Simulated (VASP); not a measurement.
# Cu3Au4 (Pm-3m) in VASP: a series of runs

The runs below take Cu3Au4 through single point, relaxation of cell and atoms, with PBE.

All numbers are computed with VASP 6.6.1; they aren't measurements. Logs are shortened: lines on timing, memory, paths and dates and some standing lists are left out, and cuts for length are marked.

## 1. The cell of the first run

It takes space group Pm-3m (No. 221, cubic). The conventional cell has a = 5.084 Å, b = 5.084 Å, c = 5.084 Å, α = 90.00°, β = 90.00°, γ = 90.00°. Cu (site symmetry 4/mmm) has 6 Au at 2.54 Å within 3.4 Å. Au (site symmetry m-3m) has 6 Cu at 2.54 Å within 3.4 Å. Within 3.4 Å of Au (site symmetry 4/mmm) lie 4 Cu at 2.54 Å.

The cell was built from a structure type or drawn by symmetry, and may not be a known phase.

## 2. Single point, PBE

The input, INCAR:

```
SYSTEM = Cu3Au4
ALGO = Normal ; EDIFF = 1E-6
ENCUT = 600 ; GGA = PE
GGA_COMPAT = .False. ; ISIF = 2
ISMEAR = 0 ; LASPH = .True.
LCHARG = .False. ; LREAL = .False.
LWAVE = .False. ; NBANDS = 48
NELM = 120 ; PREC = Accurate
SIGMA = 0.1
```

The input, KPOINTS:

```
k-points
0
Gamma
  4 4 4
  0 0 0
```

The input, POSCAR:

```
Cu3Au4
1.0
    5.0842529099      0.0000000000      0.0000000000
    0.0000000000      5.0842529099      0.0000000000
    0.0000000000      0.0000000000      5.0842529099
Cu Au
3 4
Direct
    0.5000000000      0.5000000000      0.0000000000
    0.0000000000      0.5000000000      0.5000000000
    0.5000000000      0.0000000000      0.5000000000
    0.5000000000      0.5000000000      0.5000000000
    0.5000000000      0.0000000000      0.0000000000
    0.0000000000      0.5000000000      0.0000000000
    0.0000000000      0.0000000000      0.5000000000
```

Potentials or basis: VASP PAW PBE potentials, release 64 (Cu, Au).

On the command line:

```console
> cat potpaw_PBE.64/Cu/POTCAR potpaw_PBE.64/Au/POTCAR > POTCAR
> mpirun -np 1 vasp_std > vasp.out
```

OUTCAR:

```text
SYSTEM = Cu3Au4
   EDIFF = 1E-6
   ENCUT = 600
   GGA = PE
   ISIF = 2
   ISMEAR = 0
   LASPH = .True.
   LREAL = .False.
   NELM = 120
   PREC = Accurate

 ion  position               nearest neighbor table
   1  0.500  0.500  0.000-   4 2.54   5 2.54   6 2.54   4 2.54   5 2.54   6 2.54
   2  0.000  0.500  0.500-   4 2.54   6 2.54   7 2.54   6 2.54   7 2.54   4 2.54
   3  0.500  0.000  0.500-   4 2.54   5 2.54   7 2.54   5 2.54   4 2.54   7 2.54
   4  0.500  0.500  0.500-   1 2.54   2 2.54   3 2.54   1 2.54   3 2.54   2 2.54   5 3.60   5 3.60
                             6 3.60   6 3.60   5 3.60   7 3.60   5 3.60   7 3.60   6 3.60   7 3.60
   5  0.500  0.000  0.000-   1 2.54   3 2.54   3 2.54   1 2.54   7 3.60   4 3.60   4 3.60   7 3.60
                             6 3.60   4 3.60   6 3.60   4 3.60   6 3.60   7 3.60   7 3.60   6 3.60
   6  0.000  0.500  0.000-   1 2.54   2 2.54   2 2.54   1 2.54   7 3.60   4 3.60   4 3.60   7 3.60
                             5 3.60   7 3.60   7 3.60   5 3.60   4 3.60   5 3.60   4 3.60   5 3.60
   7  0.000  0.000  0.500-   2 2.54   3 2.54   2 2.54   3 2.54   6 3.60   5 3.60   6 3.60   4 3.60
                             4 3.60   6 3.60   6 3.60   5 3.60   4 3.60   5 3.60   5 3.60   4 3.60

  LATTYP: Found a simple cubic cell.
 ALAT       =     5.0842529099

  Lattice vectors:

 A1 = (   5.0842529099,   0.0000000000,   0.0000000000)
 A2 = (   0.0000000000,   5.0842529099,   0.0000000000)
 A3 = (   0.0000000000,   0.0000000000,   5.0842529099)

Analysis of symmetry for initial positions (statically):
=====================================================================
 Subroutine PRICEL returns:
 Original cell was already a primitive cell.

 Routine SETGRP: Setting up the symmetry group for a
 simple cubic supercell.

 Subroutine GETGRP returns: Found 48 space group operations
 (whereof 48 operations were pure point group operations)
 out of a pool of 48 trial point group operations.

The static configuration has the point symmetry O_h .

Analysis of symmetry for dynamics (positions and initial velocities):
=====================================================================
 Subroutine PRICEL returns:
 Original cell was already a primitive cell.

 Routine SETGRP: Setting up the symmetry group for a
 simple cubic supercell.

 Subroutine GETGRP returns: Found 48 space group operations
 (whereof 48 operations were pure point group operations)
 out of a pool of 48 trial point group operations.

The dynamic configuration has the point symmetry O_h .

 Subroutine INISYM returns: Found 48 space group operations
 (whereof 48 operations are pure point group operations),
 and found     1 'primitive' translations

----------------------------------------------------------------------------------------

                                     Primitive cell

  volume of cell :     131.4260

  direct lattice vectors                    reciprocal lattice vectors
     5.084252910  0.000000000  0.000000000     0.196685731  0.000000000  0.000000000
     0.000000000  5.084252910  0.000000000     0.000000000  0.196685731  0.000000000
     0.000000000  0.000000000  5.084252910     0.000000000  0.000000000  0.196685731

  length of vectors
     5.084252910  5.084252910  5.084252910     0.196685731  0.196685731  0.196685731

  position of ions in fractional coordinates (direct lattice)
     0.500000000  0.500000000  0.000000000
     0.000000000  0.500000000  0.500000000
     0.500000000  0.000000000  0.500000000
     0.500000000  0.500000000  0.500000000
     0.500000000  0.000000000  0.000000000
     0.000000000  0.500000000  0.000000000
     0.000000000  0.000000000  0.500000000

  ion indices of the primitive-cell ions
   primitive index   ion index
                 1           1
                 2           2
                 3           3
                 4           4
                 5           5
                 6           6
                 7           7

----------------------------------------------------------------------------------------

 KPOINTS: k-points

Automatic generation of k-mesh.
 Grid dimensions read from file:
 generate k-points for:    4    4    4

 Generating k-lattice:

  Cartesian coordinates                     Fractional coordinates (reciprocal lattice)
     0.049171433  0.000000000  0.000000000     0.250000000  0.000000000  0.000000000
     0.000000000  0.049171433  0.000000000     0.000000000  0.250000000  0.000000000
     0.000000000  0.000000000  0.049171433     0.000000000  0.000000000  0.250000000

  Length of vectors
     0.049171433  0.049171433  0.049171433

  Shift w.r.t. Gamma in fractional coordinates (k-lattice)
     0.000000000  0.000000000  0.000000000

 Subroutine IBZKPT returns following result:
 ===========================================

 Found     10 irreducible k-points:

 Following reciprocal coordinates:
            Coordinates               Weight
  0.000000  0.000000  0.000000      1.000000
  0.250000  0.000000  0.000000      6.000000
  0.500000  0.000000  0.000000      3.000000
  0.250000  0.250000  0.000000     12.000000
  0.500000  0.250000  0.000000     12.000000
  0.500000  0.500000  0.000000      3.000000
  0.250000  0.250000  0.250000      8.000000
  0.500000  0.250000  0.250000     12.000000
  0.500000  0.500000  0.250000      6.000000
  0.500000  0.500000  0.500000      1.000000
   k-points           NKPTS =     10   k-points in BZ     NKDIM =     10   number of bands    NBANDS=     48
   number of dos      NEDOS =    301   number of ions     NIONS =      7
   total plane-waves  NPLWV =  74088
   dimension x,y,z NGX =    42 NGY =   42 NGZ =   42
   dimension x,y,z NGXF=    84 NGYF=   84 NGZF=   84
   ions per type =               3   4
   NGX,Y,Z   is equivalent  to a cutoff of  13.73, 13.73, 13.73 a.u.
   NGXF,Y,Z  is equivalent  to a cutoff of  27.47, 27.47, 27.47 a.u.
 SYSTEM =  Cu3Au4
   PREC   = accura    normal or accurate (medium, high low for compatibility)
   ISTART =      0    job   : 0-new  1-cont  2-samecut
   ICHARG =      2    charge: 1-file 2-atom 10-const
   ISPIN  =      1    spin polarized calculation?
   LNONCOLLINEAR =      F non collinear calculations
   LSORBIT =      F    spin-orbit coupling
   LASPH  =      T    aspherical Exc in radial PAW
   ENCUT  =  600.0 eV  44.10 Ry    6.64 a.u.  10.15 10.15 10.15*2*pi/ulx,y,z
   NELM   =    120;   NELMIN=  2; NELMDL= -5     # of ELM steps
   EDIFF  = 0.1E-05   stopping-criterion for ELM
   LREAL  =      F    real-space projection
   EDIFFG = 0.1E-04   stopping-criterion for IOM
   NSW    =      0    number of steps for IOM
   IBRION =     -1    ionic relax: 0-MD 1-quasi-New 2-CG
   NFREE  =      0    steps in history (QN), initial steepest desc. (CG)
   ISIF   =      2    stress and relaxation
   ISYM   =      2    0-nonsym 1-usesym 2-fastsym
   POTIM  = 0.5000    time-step for ionic-motion
   TEBEG  =    0.0;   TEEND  =   0.0 temperature during run
   PSTRESS=    0.0 pullay stress
   NELECT =      77.0000    total number of electrons
   NUPDOWN=      -1.0000    fix difference up-down
   EMIN   =  10.00;   EMAX   =-10.00  energy-range for DOS
   EFERMI =   0.00;   METHOD = LEGACY
   ISMEAR =     0;   SIGMA  =   0.10  broadening in eV -4-tet -1-fermi 0-gaus
   EFERMI_NEDOS =   21; number of points for ismear=-14 and -15
   IALGO  =     38    algorithm
   IMIX   =      4    mixing-type and parameters
     AMIX     =   0.40;   BMIX     =  1.00
     AMIX_MAG =   1.60;   BMIX_MAG =  1.00
  volume/ion in A,a.u.               =      18.78       126.70
  Fermi-wavevector in a.u.,A,eV,Ry     =   1.369865  2.588670 25.531761  1.876531
  Thomas-Fermi vector in A             =   2.495703
   LORBIT       =      0    0 simple, 1 ext, 2 COOP (PROOUT), +10 PAW based schemes
   GGA     = PE    functional components
   LHFCALC =     F    Hartree Fock is set to
   AEXX    =    0.0000 exact exchange contribution
   IVDW    =     0    specifies the selected vdW correction
   LEPSILON=     F    determine dielectric tensor
   LRPA    =     F    only Hartree local field effects (RPA)
 non-spin polarized calculation
 Gauss-broadening in eV      SIGMA  =   0.10
  energy-cutoff  :      600.00
  volume of cell :      131.43
 maximum number of plane-waves:      4428
 NGX is ok and might be reduce to    42
   NGX = 21   NGY = 21   NGZ = 21

 number of electron      76.9999984 magnetization

 Free energy of the ion-electron system (eV)
  ---------------------------------------------------
  ext. energy  EPLUGINS =         0.00000000
  ---------------------------------------------------
  free energy    TOTEN  =       -21.62422343 eV

  energy without entropy =      -21.59122765  energy(sigma->0) =      -21.60772554

 E-fermi :   5.2132     XC(G=0): -11.1727

 val. band max:        5.2031796239   @ k =   0.5000   0.2500   0.2500
 cond. band min:       5.2378293113   @ k =   0.5000   0.2500   0.2500
 fundamental gap:      0.0346496873
 Fermi energy:         5.2132083489

 k-point     1 :       0.0000    0.0000    0.0000
  band No.  band energies     occupation
      1      -2.2981      2.00000
      2      -0.2343      2.00000
      3      -0.2343      2.00000
      4       0.3949      2.00000
      5       0.3949      2.00000
      6       0.3949      2.00000
[... 40 lines left out ...]
     47      10.9451      0.00000
     48      10.9451      0.00000

 k-point     2 :       0.2500    0.0000    0.0000
  band No.  band energies     occupation
      1      -1.9064      2.00000
      2      -0.2081      2.00000
      3      -0.0057      2.00000
      4       0.4586      2.00000
      5       0.6201      2.00000
      6       0.6201      2.00000
[... 40 lines left out ...]
     47      11.1868      0.00000
     48      11.1868      0.00000

 k-point     3 :       0.5000    0.0000    0.0000
  band No.  band energies     occupation
      1      -1.1909      2.00000
      2      -0.5490      2.00000
      3       0.2142      2.00000
      4       0.5350      2.00000
      5       0.8189      2.00000
      6       1.1412      2.00000
[... 346 lines left out ...]
     47      14.4683      0.00000
     48      15.4999      0.00000

 k-point    10 :       0.5000    0.5000    0.5000
  band No.  band energies     occupation
      1       0.1553      2.00000
      2       0.4681      2.00000
      3       0.4681      2.00000
      4       0.4681      2.00000
      5       1.1824      2.00000
      6       1.1824      2.00000
[... 40 lines left out ...]
     47      16.3247      0.00000
     48      16.3247      0.00000

------------------------ aborting loop because EDIFF is reached ----------------------------------------

  FORCE on cell =-STRESS in cart. coord.  units (eV):
  Direction    XX          YY          ZZ          XY          YZ          ZX
  --------------------------------------------------------------------------------------
  -------------------------------------------------------------------------------------
  Total        0.3171101      0.3171101      0.3171101      0.0000000     -0.0000000      0.0000000
  in kB        3.8657986      3.8657986      3.8657986      0.0000000     -0.0000000      0.0000000
  external PRESSURE =       3.8657986 kB  Pullay stress =       0.0000000 kB

 VOLUME and BASIS-vectors are now :
 -----------------------------------------------------------------------------
  energy-cutoff  :      600.00
  volume of cell :      131.43
      direct lattice vectors                 reciprocal lattice vectors
     5.084252910  0.000000000  0.000000000     0.196685731  0.000000000  0.000000000
     0.000000000  5.084252910  0.000000000     0.000000000  0.196685731  0.000000000
     0.000000000  0.000000000  5.084252910     0.000000000  0.000000000  0.196685731

 POSITION                                       TOTAL-FORCE (eV/Angst)
 -----------------------------------------------------------------------------------
      2.54213      2.54213      0.00000         0.000000      0.000000      0.000000
      0.00000      2.54213      2.54213         0.000000      0.000000      0.000000
      2.54213      0.00000      2.54213         0.000000      0.000000      0.000000
      2.54213      2.54213      2.54213         0.000000      0.000000      0.000000
      2.54213      0.00000      0.00000         0.000000      0.000000      0.000000
      0.00000      2.54213      0.00000         0.000000      0.000000      0.000000
      0.00000      0.00000      2.54213         0.000000      0.000000      0.000000
 -----------------------------------------------------------------------------------
    total drift:                                0.000000      0.000000     -0.000000

  FREE ENERGIE OF THE ION-ELECTRON SYSTEM (eV)
  ---------------------------------------------------
  free  energy   TOTEN  =       -21.6242234341 eV

  energy  without entropy=      -21.5912276472  energy(sigma->0) =      -21.60772554
```

Run time: 59 s. Hardware: 1 thread of Intel Xeon Platinum 8559C (Emerald Rapids), shared host; peak memory 0.28 GiB.

What came out:

| Item | Value |
| --- | --- |
| Free energy | -21.6242 eV |
| Pressure | 0.4 GPa |
| Band gap on the k mesh | zero (an odd number of electrons rules out a gap without spin polarisation) |

Levels at points of the mesh, in eV from the Fermi level:
```
           k point  band 36  band 37  band 38  band 39  band 40  band 41  band 42  band 43
(0.00, 0.00, 0.00)    -0.12    -0.12    -0.12    -0.11     2.09     2.09     2.67     4.51
(0.50, 0.00, 0.00)    -0.90    -0.14     1.69     2.05     2.05     2.25     3.05     3.05
(0.50, 0.50, 0.00)    -1.34    -1.32    -1.30    -1.25     3.60     3.96     3.96     4.26
(0.50, 0.50, 0.50)    -1.06    -1.06    -1.06    -1.02    -0.42    -0.42    -0.42     1.73
```

Caveat: spin-orbit coupling is left out, which moves the levels of the heavy elements.

(Part 1 of 2 ends here.)
